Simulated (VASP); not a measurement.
# ZnS (P6_3mc) in VASP: notebook, part 2 of 2

VASP 6.6.1. The steps go on from the part before.

## 3. Single point, r2SCAN

This run uses another cell than the first one, of 19.60 Å³/atom.

Contents of POSCAR:

```
ZnS
1.0
    3.8069588183      0.0000000000      0.0000000000
   -1.9034794091      3.2969230478      0.0000000000
    0.0000000000      0.0000000000      6.2466339621
Zn S
2 2
Direct
    0.3333333333      0.6666666667      0.0003552168
    0.6666666667      0.3333333333      0.5003552168
    0.3333333333      0.6666666667      0.3746447832
    0.6666666667      0.3333333333      0.8746447832
```

Contents of INCAR.step1:

```
PREC = Accurate
ENCUT = 520
ISMEAR = 0
SIGMA = 0.02
LREAL = F
LASPH = T
NELM = 80
NBANDS = 26
GGA = PE
ALGO = Normal
EDIFF = 1E-4
LWAVE = T
LCHARG = F
```

Contents of INCAR.step2:

```
PREC = Accurate
ENCUT = 520
EDIFF = 1E-7
ISMEAR = 0
SIGMA = 0.02
LREAL = F
LASPH = T
NELM = 80
ALGO = Normal
ISIF = 2
LWAVE = F
LCHARG = F
METAGGA = R2SCAN
LMIXTAU = T
NBANDS = 26
ISTART = 1
```

Contents of KPOINTS:

```
Automatic mesh
0
Gamma
  9 9 4
```

Potentials or basis: VASP PAW PBE potentials, release 64 (Zn, S).

Command:

```
> cat potpaw_PBE.64/Zn/POTCAR potpaw_PBE.64/S/POTCAR > POTCAR
> cp INCAR.step1 INCAR
> mpirun -np 1 vasp_std > vasp.out
> cp INCAR.step2 INCAR
> mpirun -np 1 vasp_std > vasp.out
```

OUTCAR:

```text
PREC = Accurate
   ENCUT = 520
   EDIFF = 1E-7
   ISMEAR = 0
   LREAL = F
   LASPH = T
   NELM = 80
   ISIF = 2
   METAGGA = R2SCAN
   ISTART = 1

 ion  position               nearest neighbor table
   1  0.333  0.667  0.000-   4 2.33   4 2.33   4 2.33   3 2.34
   2  0.667  0.333  0.500-   3 2.33   3 2.33   3 2.33   4 2.34
   3  0.333  0.667  0.375-   2 2.33   2 2.33   2 2.33   1 2.34
   4  0.667  0.333  0.875-   1 2.33   1 2.33   1 2.33   2 2.34

  LATTYP: Found a hexagonal cell.
 ALAT       =     3.8069588183
 C/A-ratio  =     1.6408462135

  Lattice vectors:

 A1 = (   3.8069588183,   0.0000000000,   0.0000000000)
 A2 = (  -1.9034794091,   3.2969230478,   0.0000000000)
 A3 = (   0.0000000000,   0.0000000000,   6.2466339621)

Analysis of symmetry for initial positions (statically):
=====================================================================
 Subroutine PRICEL returns:
 Original cell was already a primitive cell.

 Routine SETGRP: Setting up the symmetry group for a
 hexagonal supercell.

 Subroutine GETGRP returns: Found 12 space group operations
 (whereof  6 operations were pure point group operations)
 out of a pool of 24 trial point group operations.

The static configuration has the point symmetry C_3v.
 The point group associated with its full space group is C_6v.

Analysis of symmetry for dynamics (positions and initial velocities):
=====================================================================
 Subroutine PRICEL returns:
 Original cell was already a primitive cell.

 Routine SETGRP: Setting up the symmetry group for a
 hexagonal supercell.

 Subroutine GETGRP returns: Found 12 space group operations
 (whereof  6 operations were pure point group operations)
 out of a pool of 24 trial point group operations.

The dynamic configuration has the point symmetry C_3v.
 The point group associated with its full space group is C_6v.

[... 119 lines left out ...]
   IALGO  =     38    algorithm
   IMIX   =      4    mixing-type and parameters
     AMIX     =   0.40;   BMIX     =  1.00
     AMIX_MAG =   1.60;   BMIX_MAG =  1.00
  volume/ion in A,a.u.               =      19.60       132.27
  Fermi-wavevector in a.u.,A,eV,Ry     =   1.262984  2.386694 21.703055  1.595130
  Thomas-Fermi vector in A             =   2.396365
   LORBIT       =      0    0 simple, 1 ext, 2 COOP (PROOUT), +10 PAW based schemes
   METAGGA = R2SCAN    functional components
   LHFCALC =     F    Hartree Fock is set to
   AEXX    =    0.0000 exact exchange contribution
   IVDW    =     0    specifies the selected vdW correction
   LEPSILON=     F    determine dielectric tensor
   LRPA    =     F    only Hartree local field effects (RPA)
 non-spin polarized calculation
 Gauss-broadening in eV      SIGMA  =   0.02
  energy-cutoff  :      520.00
  volume of cell :       78.40
 maximum number of plane-waves:      2130
   NGX = 15   NGY = 15   NGZ = 23

 number of electron      35.9999979 magnetization

 Free energy of the ion-electron system (eV)
  ---------------------------------------------------
  ext. energy  EPLUGINS =         0.00000000
  ---------------------------------------------------
  free energy    TOTEN  =       -37.72366157 eV

  energy without entropy =      -37.72366157  energy(sigma->0) =      -37.72366157

 E-fermi :   2.0149     XC(G=0): -10.3097

 val. band max:        1.9115519144   @ k =   0.0000   0.0000   0.0000
 cond. band min:       4.6960613861   @ k =   0.0000   0.0000   0.0000
 fundamental gap:      2.7845094717
 Fermi energy:         2.0149418231

 k-point     1 :       0.0000    0.0000    0.0000
  band No.  band energies     occupation
      1     -11.8365      2.00000
      2     -10.8772      2.00000
      3      -4.6204      2.00000
      4      -4.6055      2.00000
      5      -4.6055      2.00000
      6      -4.5147      2.00000
[... 685 lines left out ...]
     25      12.4502      0.00000
     26      12.8231      0.00000

 [... further k-points ...]

------------------------ aborting loop because EDIFF is reached ----------------------------------------

  FORCE on cell =-STRESS in cart. coord.  units (eV):
  Direction    XX          YY          ZZ          XY          YZ          ZX
  --------------------------------------------------------------------------------------
  -------------------------------------------------------------------------------------
  Total        0.0075089      0.0075089     -0.0093838      0.0000000      0.0000000      0.0000000
  in kB        0.1534461      0.1534461     -0.1917596      0.0000000      0.0000000      0.0000000
  external PRESSURE =       0.0383776 kB  Pullay stress =       0.0000000 kB

 VOLUME and BASIS-vectors are now :
 -----------------------------------------------------------------------------
  energy-cutoff  :      520.00
  volume of cell :       78.40
      direct lattice vectors                 reciprocal lattice vectors
     3.806958818  0.000000000  0.000000000     0.262676863  0.151656558  0.000000000
    -1.903479409  3.296923048  0.000000000     0.000000000  0.303313115  0.000000000
     0.000000000  0.000000000  6.246633962     0.000000000  0.000000000  0.160086217

 POSITION                                       TOTAL-FORCE (eV/Angst)
 -----------------------------------------------------------------------------------
     -0.00000      2.19795      0.00222         0.000000     -0.000000     -0.003497
      1.90348      1.09897      3.12554        -0.000000     -0.000000     -0.003497
     -0.00000      2.19795      2.34027         0.000000      0.000000      0.003497
      1.90348      1.09897      5.46359        -0.000000      0.000000      0.003497
 -----------------------------------------------------------------------------------
    total drift:                               -0.000000     -0.000000     -0.016204

  FREE ENERGIE OF THE ION-ELECTRON SYSTEM (eV)
  ---------------------------------------------------
  free  energy   TOTEN  =       -37.7236615709 eV

  energy  without entropy=      -37.7236615709  energy(sigma->0) =      -37.72366157
```

Wall time 2.1 min (1 thread of Intel Xeon 6975P-C (Granite Rapids), shared host); peak memory 0.23 GiB.

Results:

```yaml
Free_energy: -37.7237 eV
Pressure: 0.0 GPa
Largest_force: 0.003 eV/Å
Band_gap_on_the_k_mesh: 2.78 eV
```

Forces in eV/Å, atoms in the order of the input:
```
Zn   0.000  0.000 -0.003
Zn   0.000  0.000 -0.003
S    0.000  0.000  0.003
S    0.000  0.000  0.003
```

Caveat: the PAW data sets were made with another functional, which shifts forces and pressure a little.

## 4. Single point, r2SCAN

This run uses another cell than the first one, of 19.60 Å³/atom.

POSCAR is that of step 3.

Contents of INCAR.step1:

```
ALGO = Normal
EDIFF = 1E-4
ENCUT = 520
GGA = PE
ISMEAR = 0
LASPH = T
LCHARG = F
LREAL = F
LWAVE = T
NBANDS = 26
NELM = 60
PREC = Accurate
SIGMA = 0.01
```

Contents of INCAR.step2:

```
ALGO = Normal
EDIFF = 1E-7
ENCUT = 520
ISIF = 2
ISMEAR = 0
ISTART = 1
LASPH = T
LCHARG = T
LELF = T
LMIXTAU = T
LREAL = F
LVHAR = T
LWAVE = F
METAGGA = R2SCAN
NBANDS = 26
NELM = 60
PREC = Accurate
SIGMA = 0.01
```

Contents of KPOINTS:

```
k-points
0
Gamma
  9 9 4
```

Potentials or basis: VASP PAW PBE potentials, release 64 (Zn, S).

Command:

```
> cat potpaw_PBE.64/Zn/POTCAR potpaw_PBE.64/S/POTCAR > POTCAR
> cp INCAR.step1 INCAR
> mpirun -np 1 vasp_std > vasp.out
> cp INCAR.step2 INCAR
> mpirun -np 1 vasp_std > vasp.out
```

OUTCAR:

```text
EDIFF = 1E-7
   ENCUT = 520
   ISIF = 2
   ISMEAR = 0
   ISTART = 1
   LASPH = T
   LREAL = F
   METAGGA = R2SCAN
   NELM = 60
   PREC = Accurate

 ion  position               nearest neighbor table
   1  0.333  0.667  0.000-   4 2.33   4 2.33   4 2.33   3 2.34
   2  0.667  0.333  0.500-   3 2.33   3 2.33   3 2.33   4 2.34
   3  0.333  0.667  0.375-   2 2.33   2 2.33   2 2.33   1 2.34
   4  0.667  0.333  0.875-   1 2.33   1 2.33   1 2.33   2 2.34

[... 896 lines left out ...]

  FORCE on cell =-STRESS in cart. coord.  units (eV):
  Direction    XX          YY          ZZ          XY          YZ          ZX
  --------------------------------------------------------------------------------------
  -------------------------------------------------------------------------------------
  Total        0.0075090      0.0075090     -0.0093839      0.0000000     -0.0000000      0.0000000
  in kB        0.1534467      0.1534467     -0.1917604      0.0000000     -0.0000000      0.0000000
  external PRESSURE =       0.0383777 kB  Pullay stress =       0.0000000 kB

 VOLUME and BASIS-vectors are now :
 -----------------------------------------------------------------------------
  energy-cutoff  :      520.00
  volume of cell :       78.40
      direct lattice vectors                 reciprocal lattice vectors
     3.806958818  0.000000000  0.000000000     0.262676863  0.151656558  0.000000000
    -1.903479409  3.296923048  0.000000000     0.000000000  0.303313115  0.000000000
     0.000000000  0.000000000  6.246633962     0.000000000  0.000000000  0.160086217

 POSITION                                       TOTAL-FORCE (eV/Angst)
 -----------------------------------------------------------------------------------
     -0.00000      2.19795      0.00222         0.000000     -0.000000     -0.003497
      1.90348      1.09897      3.12554        -0.000000      0.000000     -0.003497
     -0.00000      2.19795      2.34027         0.000000      0.000000      0.003497
      1.90348      1.09897      5.46359         0.000000     -0.000000      0.003497
 -----------------------------------------------------------------------------------
    total drift:                               -0.000000     -0.000000     -0.016204

  FREE ENERGIE OF THE ION-ELECTRON SYSTEM (eV)
  ---------------------------------------------------
  free  energy   TOTEN  =       -37.7236615709 eV

  energy  without entropy=      -37.7236615709  energy(sigma->0) =      -37.72366157
```

OSZICAR.step1:

```text
N       E                     dE             d eps       ncg     rms          rms(c)
DAV:   1     0.244415760026E+03    0.24442E+03   -0.17105E+04  1872   0.167E+03
DAV:   2     0.979364102857E+01   -0.23462E+03   -0.22432E+03  1930   0.348E+02
DAV:   3    -0.139578996731E+02   -0.23752E+02   -0.23529E+02  2214   0.111E+02
DAV:   4    -0.145225120055E+02   -0.56461E+00   -0.56340E+00  2192   0.172E+01
DAV:   5    -0.145313696696E+02   -0.88577E-02   -0.88559E-02  2236   0.211E+00    0.988E+00
DAV:   6    -0.136854259502E+02    0.84594E+00   -0.16325E+00  2812   0.370E+01    0.758E+00
DAV:   7    -0.136815461610E+02    0.38798E-02   -0.12469E+00  1968   0.653E+00    0.345E+00
DAV:   8    -0.136747729693E+02    0.67732E-02   -0.35386E-02  2264   0.180E+00    0.976E-01
DAV:   9    -0.136752335335E+02   -0.46056E-03   -0.94055E-03  2526   0.132E+00    0.231E-01
DAV:  10    -0.136753742880E+02   -0.14075E-03   -0.59504E-04  2138   0.334E-01    0.951E-02
DAV:  11    -0.136755895622E+02   -0.21527E-03   -0.33386E-04  1804   0.121E-01    0.612E-02
DAV:  12    -0.136755884952E+02    0.10670E-05   -0.14776E-05  1054   0.418E-02
   1 F= -.13675588E+02 E0= -.13675588E+02  d E =-.570227E-12
```

Wall time 2 min (1 thread of Intel Xeon 6975P-C (Granite Rapids), shared host); peak memory 0.23 GiB.

Results:

* Free energy: -37.7237 eV
* Pressure: 0.0 GPa
* Largest force: 0.003 eV/Å
* Band gap on the k mesh: 2.78 eV

Forces on the atoms (eV/Å):
```
Zn   0.000  0.000 -0.003
Zn   0.000  0.000 -0.003
S    0.000  0.000  0.003
S    0.000  0.000  0.003
```

Caveat: the PAW data sets were made with another functional, which shifts forces and pressure a little.

## 5. Single point, r2SCAN (atoms displaced along a vibrational mode)

Contents of POSCAR:

```
ZnS
1.0
    3.8069588183      0.0000000000      0.0000000000
   -1.9034794091      3.2969230478      0.0000000000
    0.0000000000      0.0000000000      6.2466339621
Zn S
2 2
Direct
    0.3333333333      0.6666666667     -0.0090730657
    0.6666666667      0.3333333333      0.4909269343
    0.3333333333      0.6666666667      0.3840730657
    0.6666666667      0.3333333333      0.8840730657
```

Contents of INCAR.step1:

```
ALGO = Normal ; EDIFF = 1E-4
ENCUT = 520 ; GGA = PE
ISMEAR = 0 ; LASPH = T
LCHARG = F ; LREAL = F
LWAVE = T ; NBANDS = 26
NELM = 100 ; PREC = Accurate
SIGMA = 0.01
```

Contents of INCAR.step2:

```
ALGO = Normal ; EDIFF = 1E-7
ENCUT = 520 ; ISIF = 2
ISMEAR = 0 ; ISTART = 1
LASPH = T ; LCHARG = F
LMIXTAU = T ; LREAL = F
LWAVE = F ; METAGGA = R2SCAN
NBANDS = 26 ; NELM = 100
PREC = Accurate ; SIGMA = 0.01
```

KPOINTS is that of step 4.

Command:

```
> cat potpaw_PBE.64/Zn/POTCAR potpaw_PBE.64/S/POTCAR > POTCAR
> cp INCAR.step1 INCAR
> mpirun -np 1 vasp_std > vasp.out
> cp INCAR.step2 INCAR
> mpirun -np 1 vasp_std > vasp.out
```

Wall time 1.9 min (1 thread of Intel Xeon 6975P-C (Granite Rapids), shared host); peak memory 0.23 GiB.

Results (log left out):

```yaml
Free_energy: -37.6566 eV
Pressure: 0.5 GPa
Largest_force: 0.515 eV/Å
Band_gap_on_the_k_mesh: 2.83 eV
```

Forces in eV/Å, atoms in the order of the input:
```
Zn   0.000  0.000  0.515
Zn   0.000  0.000  0.515
S    0.000  0.000 -0.515
S    0.000  0.000 -0.515
```

Stress tensor (GPa, compression positive):
```
 1.75  0.00  0.00
 0.00  1.75  0.00
 0.00  0.00 -1.99
```

Levels at points of the mesh, in eV from the valence-band top:
```tsv
k point	band 15	band 16	band 17	band 18	band 19	band 20	band 21	band 22
(0.00, 0.00, 0.00)	-0.86	-0.04	-0.04	0.00	2.83	3.43	6.77	6.77
(0.00, 0.00, 0.50)	-0.47	-0.47	-0.47	-0.47	4.00	4.00	7.18	7.18
```

Caveat: the cell differs from its parent crystal (atoms displaced along a vibrational mode); the PAW data sets were made with another functional, which shifts forces and pressure a little.

## 6. Overview

```tsv
cell	k mesh	smearing	gap on the mesh (eV)	pressure (GPa)	largest force (eV/Å)
a = 3.823, b = 3.823, c = 6.261 Å, angles 90.0, 90.0, 120.0°, 4 atoms, atomic positions A	6 × 6 × 4	gaussian 0.1 eV	2.74	-0.8	0.01
a = 3.807, b = 3.807, c = 6.247 Å, angles 90.0, 90.0, 120.0°, 4 atoms, atomic positions A	9 × 9 × 4	gaussian 0.02 eV	2.78	0.0	-
a = 3.807, b = 3.807, c = 6.247 Å, angles 90.0, 90.0, 120.0°, 4 atoms, atomic positions A	9 × 9 × 4	gaussian 0.01 eV	2.78	0.0	-
a = 3.807, b = 3.807, c = 6.247 Å, angles 90.0, 90.0, 120.0°, 4 atoms, atomic positions B	9 × 9 × 4	gaussian 0.01 eV	2.83	0.5	0.51
```

Alike in all rows: task single point; level r2SCAN; potentials or basis VASP PAW PBE potentials, release 64 (Zn, S); no spin polarisation; cutoff (eV) 520.

Caveats: the PAW data sets were made with another functional, which shifts forces and pressure a little.

Absolute energies hang on the potentials; compare differences alone.
